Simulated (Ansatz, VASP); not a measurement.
## One calculation of InP, two programs

The input INCAR:

```
ALGO = Normal ; EDIFF = 1E-6
ENCUT = 520 ; GGA = PE
ISIF = 2 ; ISMEAR = 0
LASPH = True ; LCHARG = True
LELF = True ; LREAL = False
LVHAR = True ; LWAVE = False
NBANDS = 16 ; NELM = 100
PREC = Accurate ; SIGMA = 0.028000000000000004
```

KPOINTS

```
k-points
0
Gamma
  8 8 8
```

The input POSCAR:

```
InP
1.0
    0.0000000000      2.9305000000      2.9305000000
    2.9305000000      0.0000000000      2.9305000000
    2.9305000000      2.9305000000      0.0000000000
In P
1 1
Direct
    0.0000000000      0.0000000000      0.0000000000
    0.7500000000      0.7500000000      0.7500000000
```

input.yaml

```yaml
crystal:
  lattice:
    - [0.0, 2.9305, 2.9305]
    - [2.9305, 0.0, 2.9305]
    - [2.9305, 2.9305, 0.0]
  atoms:
    - { symbol: In, position: [0.0, 0.0, 0.0] }
    - { symbol: P, position: [0.75, 0.75, 0.75] }
kpoints:
  mp_grid: { grid: [8, 8, 8] }
scf:
  occupations: { method: gaussian, width: 0.028 }
hamiltonian:
  xc: pbe
  pseudopotentials: { kind: all_electron, lapw: { basis_error: 0.001 } }
output:
  forces: true
  stress: true
  eigenvalues: true
```

Alike in both runs: task single point; functional PBE; k mesh 8 × 8 × 8; occupations gaussian, width 0.028 eV; no spin polarisation.

|  | VASP | Ansatz |
| --- | --- | --- |
| version | VASP 6.6.1 | Ansatz 0.2.0 |
| potentials or method | VASP PAW PBE potentials, release 64 (In_d, P), cutoff 520 eV | all-electron LAPW, scalar-relativistic |

```csv
,VASP,Ansatz,Ansatz less VASP
gap on the k mesh at the Fermi level (eV),0.71,0.71,+0.002
least direct gap on the mesh (eV),0.71,0.71,+0.002
pressure (GPa),3.3,3.3,+0.06
```

Ansatz ran all-electron here, and VASP with PAW potentials.
